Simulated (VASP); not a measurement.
# Au (P6_3/mmc) in VASP: a series of runs

Runs on Au. Level: PBEsol. Tasks: electric field gradients.

Everything below comes from runs of VASP 6.6.1. Logs are shortened: lines on timing, memory, paths and dates and some standing lists are left out, and cuts for length are marked.

**1. The cell of the first run**

Symmetry: P6_3/mmc, No. 194, hexagonal system. Conventional cell: a = 2.919 Å, b = 2.919 Å, c = 4.912 Å, α = 90.00°, β = 90.00°, γ = 120.00°. Within 3.8 Å of Au (site symmetry -6m2) lie 12 Au at 2.92 to 2.98 Å.

**2. Electric field gradients, PBEsol (volume scaled by 1.02)**

The input, INCAR:

```
  PREC = Accurate
  ENCUT = 520
  EDIFF = 1E-8
  ISMEAR = -1
  SIGMA = 0.03
  LREAL = False
  LASPH = True
  NELM = 60
  ALGO = Normal
  ISIF = 2
  LWAVE = False
  LCHARG = False
  GGA = PS
  LEFG = True
  NBANDS = 18
```

The input, KPOINTS:

```
Automatic mesh
0
Gamma
  14 14 8
```

The input, POSCAR:

```
Au
1.0
    2.9192042576      0.0000000000      0.0000000000
   -1.4596021288      2.5281050460      0.0000000000
    0.0000000000      0.0000000000      4.9123188226
Au
2
Direct
    0.3333333333      0.6666666667      0.7500000000
    0.6666666667      0.3333333333      0.2500000000
```

Potentials or basis: VASP PAW PBE potentials, release 64 (Au).

Started as:

```bash
cat potpaw_PBE.64/Au/POTCAR > POTCAR
mpirun -np 1 vasp_std > vasp.out
```

OUTCAR:

```text
PREC = Accurate
   ENCUT = 520
   EDIFF = 1E-8
   ISMEAR = -1
   LREAL = False
   LASPH = True
   NELM = 60
   ISIF = 2
   GGA = PS

 ion  position               nearest neighbor table
   1  0.333  0.667  0.750-   2 2.98   2 2.98   2 2.98   2 2.98   2 2.98   2 2.98
   2  0.667  0.333  0.250-   1 2.98   1 2.98   1 2.98   1 2.98   1 2.98   1 2.98

  LATTYP: Found a hexagonal cell.
 ALAT       =     2.9192042576
 C/A-ratio  =     1.6827595431

  Lattice vectors:

 A1 = (   2.9192042576,   0.0000000000,   0.0000000000)
 A2 = (  -1.4596021288,   2.5281050460,   0.0000000000)
 A3 = (   0.0000000000,   0.0000000000,   4.9123188226)

Analysis of symmetry for initial positions (statically):
=====================================================================
 Subroutine PRICEL returns:
 Original cell was already a primitive cell.

 Routine SETGRP: Setting up the symmetry group for a
 hexagonal supercell.

 Subroutine GETGRP returns: Found 24 space group operations
 (whereof 12 operations were pure point group operations)
 out of a pool of 24 trial point group operations.

The static configuration has the point symmetry D_3d.
 The point group associated with its full space group is D_6h.

Analysis of symmetry for dynamics (positions and initial velocities):
=====================================================================
 Subroutine PRICEL returns:
 Original cell was already a primitive cell.

 Routine SETGRP: Setting up the symmetry group for a
 hexagonal supercell.

 Subroutine GETGRP returns: Found 24 space group operations
 (whereof 12 operations were pure point group operations)
 out of a pool of 24 trial point group operations.

The dynamic configuration has the point symmetry D_3d.
 The point group associated with its full space group is D_6h.

 Subroutine INISYM returns: Found 24 space group operations
 (whereof 12 operations are pure point group operations),
 and found     1 'primitive' translations

----------------------------------------------------------------------------------------

                                     Primitive cell

  volume of cell :      36.2532

  direct lattice vectors                    reciprocal lattice vectors
     2.919204258  0.000000000  0.000000000     0.342559106  0.197776592  0.000000000
    -1.459602129  2.528105046  0.000000000     0.000000000  0.395553184  0.000000000
     0.000000000  0.000000000  4.912318823     0.000000000  0.000000000  0.203569849

  length of vectors
     2.919204258  2.919204258  4.912318823     0.395553184  0.395553184  0.203569849

  position of ions in fractional coordinates (direct lattice)
     0.333333333  0.666666667  0.750000000
     0.666666667  0.333333333  0.250000000

  ion indices of the primitive-cell ions
   primitive index   ion index
                 1           1
                 2           2

----------------------------------------------------------------------------------------

 KPOINTS: Automatic mesh

Automatic generation of k-mesh.
 Grid dimensions read from file:
 generate k-points for:   14   14    8

 Generating k-lattice:

  Cartesian coordinates                     Fractional coordinates (reciprocal lattice)
     0.024468508  0.014126899  0.000000000     0.071428571  0.000000000  0.000000000
     0.000000000  0.028253799  0.000000000     0.000000000  0.071428571  0.000000000
     0.000000000  0.000000000  0.025446231     0.000000000  0.000000000  0.125000000

  Length of vectors
     0.028253799  0.028253799  0.025446231

  Shift w.r.t. Gamma in fractional coordinates (k-lattice)
     0.000000000  0.000000000  0.000000000

 Subroutine IBZKPT returns following result:
 ===========================================

 Found    120 irreducible k-points:

 Following reciprocal coordinates:
            Coordinates               Weight
  0.000000  0.000000  0.000000      1.000000
  0.071429 -0.000000  0.000000      6.000000
  0.142857 -0.000000  0.000000      6.000000
  0.214286 -0.000000  0.000000      6.000000
  0.285714 -0.000000  0.000000      6.000000
  0.357143 -0.000000  0.000000      6.000000
[... 16 lines left out ...]
  0.285714  0.285714  0.000000      6.000000
  0.357143  0.285714  0.000000      6.000000
 [... further k-points ...]
   k-points           NKPTS =    120   k-points in BZ     NKDIM =    120   number of bands    NBANDS=     18
   number of dos      NEDOS =    301   number of ions     NIONS =      2
   total plane-waves  NPLWV =  23040
   dimension x,y,z NGX =    24 NGY =   24 NGZ =   40
   dimension x,y,z NGXF=    48 NGYF=   48 NGZF=   80
   ions per type =               2
   NGX,Y,Z   is equivalent  to a cutoff of  13.67, 13.67, 13.54 a.u.
   NGXF,Y,Z  is equivalent  to a cutoff of  27.34, 27.34, 27.07 a.u.
 SYSTEM =  unknown system
   PREC   = accura    normal or accurate (medium, high low for compatibility)
   ISTART =      0    job   : 0-new  1-cont  2-samecut
   ICHARG =      2    charge: 1-file 2-atom 10-const
   ISPIN  =      1    spin polarized calculation?
   LNONCOLLINEAR =      F non collinear calculations
   LSORBIT =      F    spin-orbit coupling
   LASPH  =      T    aspherical Exc in radial PAW
   ENCUT  =  520.0 eV  38.22 Ry    6.18 a.u.   5.43  5.43  9.13*2*pi/ulx,y,z
   NELM   =     60;   NELMIN=  2; NELMDL= -5     # of ELM steps
   EDIFF  = 0.1E-07   stopping-criterion for ELM
   LREAL  =      F    real-space projection
   EDIFFG = 0.1E-06   stopping-criterion for IOM
   NSW    =      0    number of steps for IOM
   IBRION =     -1    ionic relax: 0-MD 1-quasi-New 2-CG
   NFREE  =      0    steps in history (QN), initial steepest desc. (CG)
   ISIF   =      2    stress and relaxation
   ISYM   =      2    0-nonsym 1-usesym 2-fastsym
   POTIM  = 0.5000    time-step for ionic-motion
   TEBEG  =    0.0;   TEEND  =   0.0 temperature during run
   PSTRESS=    0.0 pullay stress
   NELECT =      22.0000    total number of electrons
   NUPDOWN=      -1.0000    fix difference up-down
   EMIN   =  10.00;   EMAX   =-10.00  energy-range for DOS
   EFERMI =   0.00;   METHOD = LEGACY
   ISMEAR =    -1;   SIGMA  =   0.03  broadening in eV -4-tet -1-fermi 0-gaus
   EFERMI_NEDOS =   21; number of points for ismear=-14 and -15
   IALGO  =     38    algorithm
   IMIX   =      4    mixing-type and parameters
     AMIX     =   0.40;   BMIX     =  1.00
     AMIX_MAG =   1.60;   BMIX_MAG =  1.00
  volume/ion in A,a.u.               =      18.13       122.32
  Fermi-wavevector in a.u.,A,eV,Ry     =   1.386012  2.619183 26.137192  1.921029
  Thomas-Fermi vector in A             =   2.510368
   LORBIT       =      0    0 simple, 1 ext, 2 COOP (PROOUT), +10 PAW based schemes
   GGA     = PS    functional components
   LHFCALC =     F    Hartree Fock is set to
   AEXX    =    0.0000 exact exchange contribution
   IVDW    =     0    specifies the selected vdW correction
   LEPSILON=     F    determine dielectric tensor
   LRPA    =     F    only Hartree local field effects (RPA)
 non-spin polarized calculation
  energy-cutoff  :      520.00
  volume of cell :       36.25
 maximum number of plane-waves:      1003
 NGX is ok and might be reduce to    24
   NGX = 11   NGY = 11   NGZ = 19

 number of electron      21.9999999 magnetization

 Free energy of the ion-electron system (eV)
  ---------------------------------------------------
  ext. energy  EPLUGINS =         0.00000000
  ---------------------------------------------------
  free energy    TOTEN  =        -7.75726726 eV

  energy without entropy =       -7.75335037  energy(sigma->0) =       -7.75530881

 E-fermi :   8.2541     XC(G=0): -12.5205

 val. band max:        8.2412307431   @ k =   0.4286   0.0714   0.2500
 cond. band min:       8.2712497235   @ k =   0.2857   0.2143   0.2500
 fundamental gap:      0.0300189804
 Fermi energy:         8.2541132402

 k-point     1 :       0.0000    0.0000    0.0000
  band No.  band energies     occupation
      1      -1.0023      2.00000
      2       1.4007      2.00000
      3       3.7508      2.00000
      4       4.0194      2.00000
      5       4.0194      2.00000
      6       4.2973      2.00000
[... 10 lines left out ...]
     17      26.1560      0.00000
     18      26.1560      0.00000

 k-point     2 :       0.0714   -0.0000    0.0000
  band No.  band energies     occupation
      1      -0.8485      2.00000
      2       1.5274      2.00000
      3       3.7039      2.00000
      4       4.0564      2.00000
      5       4.1187      2.00000
      6       4.2460      2.00000
[... 10 lines left out ...]
     17      25.3290      0.00000
     18      25.7983      0.00000

 k-point     3 :       0.1429   -0.0000    0.0000
  band No.  band energies     occupation
      1      -0.4033      2.00000
      2       1.8651      2.00000
      3       3.5630      2.00000
      4       4.0521      2.00000
      5       4.2870      2.00000
      6       4.4047      2.00000
[... 10 lines left out ...]
     17      24.6101      0.00000
     18      25.8758      0.00000

 k-point     4 :       0.2143   -0.0000    0.0000
  band No.  band energies     occupation
      1       0.2735      2.00000
      2       2.2301      2.00000
      3       3.4919      2.00000
      4       3.7659      2.00000
      5       3.8964      2.00000
      6       4.5418      2.00000
[... 10 lines left out ...]
     17      24.6608      0.00000
     18      25.2117      0.00000

 k-point     5 :       0.2857   -0.0000    0.0000
  band No.  band energies     occupation
      1       1.0350      2.00000
      2       2.2999      2.00000
      3       3.2012      2.00000
      4       3.7104      2.00000
      5       3.8994      2.00000
      6       4.3497      2.00000
[... 10 lines left out ...]
     17      22.6609      0.00000
     18      24.6448      0.00000

 k-point     6 :       0.3571   -0.0000    0.0000
  band No.  band energies     occupation
      1       1.6128      2.00000
      2       2.1522      2.00000
      3       2.7817      2.00000
      4       3.9666      2.00000
      5       4.1914      2.00000
      6       4.3019      2.00000
[... 307 lines left out ...]
 k-point    21 :       0.2857    0.2143    0.0000
  band No.  band energies     occupation
      1       2.5370      2.00000
      2       2.6661      2.00000
      3       2.8225      2.00000
      4       3.4820      2.00000
      5       3.7964      2.00000
      6       4.2961      2.00000
[... 10 lines left out ...]
     17      21.0578      0.00000
     18      21.5631      0.00000

 k-point    22 :       0.3571    0.2143    0.0000
  band No.  band energies     occupation
      1       2.5639      2.00000
      2       2.6538      2.00000
      3       2.7111      2.00000
      4       3.8400      2.00000
      5       3.8878      2.00000
      6       4.1063      2.00000
[... 10 lines left out ...]
     17      19.8585      0.00000
     18      21.0122      0.00000

 k-point    23 :       0.2857    0.2857    0.0000
  band No.  band energies     occupation
      1       2.5985      2.00000
      2       2.8182      2.00000
      3       3.0728      2.00000
      4       3.5024      2.00000
      5       3.7894      2.00000
      6       4.1008      2.00000
[... 10 lines left out ...]
     17      19.5059      0.00000
     18      20.0697      0.00000

 k-point    24 :       0.3571    0.2857    0.0000
  band No.  band energies     occupation
      1       2.5770      2.00000
      2       2.9667      2.00000
      3       3.0191      2.00000
      4       3.6218      2.00000
      5       3.8481      2.00000
      6       3.9679      2.00000
[... 10 lines left out ...]
     17      18.9115      0.00000
     18      19.1503      0.00000

 [... further k-points ...]
[... 5 lines left out ...]
  --------------------------------------------------------------------------------------
  -------------------------------------------------------------------------------------
  Total       -2.0349309     -2.0349309     -2.0485003      0.0000000      0.0000000      0.0000000
  in kB      -89.9319702    -89.9319702    -90.5316570      0.0000000      0.0000000      0.0000000
  external PRESSURE =     -90.1318658 kB  Pullay stress =       0.0000000 kB

 VOLUME and BASIS-vectors are now :
 -----------------------------------------------------------------------------
  energy-cutoff  :      520.00
  volume of cell :       36.25
      direct lattice vectors                 reciprocal lattice vectors
     2.919204258  0.000000000  0.000000000     0.342559106  0.197776592  0.000000000
    -1.459602129  2.528105046  0.000000000     0.000000000  0.395553184  0.000000000
     0.000000000  0.000000000  4.912318823     0.000000000  0.000000000  0.203569849

 POSITION                                       TOTAL-FORCE (eV/Angst)
 -----------------------------------------------------------------------------------
     -0.00000      1.68540      3.68424        -0.000000     -0.000000      0.000000
      1.45960      0.84270      1.22808         0.000000      0.000000      0.000000
 -----------------------------------------------------------------------------------
    total drift:                                0.000000     -0.000000      0.000000

  FREE ENERGIE OF THE ION-ELECTRON SYSTEM (eV)
  ---------------------------------------------------
  free  energy   TOTEN  =        -7.7572672577 eV

  energy  without entropy=       -7.7533503720  energy(sigma->0) =       -7.75530881

 Electric field gradients (V/A^2)
---------------------------------------------------------------------
 ion       V_xx      V_yy      V_zz      V_xy      V_xz      V_yz
---------------------------------------------------------------------
   1     -10.296   -10.296    20.592    -0.000     0.000    -0.000
   2     -10.296   -10.296    20.592    -0.000    -0.000     0.000
---------------------------------------------------------------------

 Electric field gradients after diagonalization (V/A^2)
 (convention: |V_zz| > |V_xx| > |V_yy|)
----------------------------------------------------------------------
 ion       V_xx      V_yy      V_zz     asymmetry (V_yy - V_xx)/ V_zz
----------------------------------------------------------------------
   1     -10.296   -10.296    20.592       0.000
   2     -10.296   -10.296    20.592       0.000
----------------------------------------------------------------------

           NMR quadrupolar parameters

 Cq : quadrupolar parameter    Cq=e*Q*V_zz/h
 eta: asymmetry parameters     (V_yy - V_xx)/ V_zz
 Q  : nuclear electric quadrupole moment in mb (millibarn)
----------------------------------------------------------------------
 ion       Cq(MHz)       eta       Q (mb)
----------------------------------------------------------------------
   1       0.050       0.000       1.000
   2       0.050       0.000       1.000
----------------------------------------------------------------------
```

It took 2.6 min on 1 thread of AMD EPYC 7R13 (Zen 3), shared host; peak memory 0.17 GiB.

Results:

| Quantity | Value |
| --- | --- |
| Free energy | -7.7573 eV |
| Pressure | -9.0 GPa |
| Band gap on the k mesh | zero (band 11 reaches 11.94 eV, above the bottom of band 12 at 5.76 eV) |

Electric field gradients, principal values (V/Å²):
| atom | least | middle | greatest (by size) |
| --- | --- | --- | --- |
| 1 Au | -10.296 | -10.296 | 20.592 |
| 2 Au | -10.296 | -10.296 | 20.592 |

Caveat: without QUAD_EFG the Cq values of the log hold for a quadrupole moment of 1 mb, not for the nuclei; the PAW data sets were made with another functional, which shifts forces and pressure a little; spin-orbit coupling is left out, which moves the levels of the heavy elements.

[end of part 1 of 2]
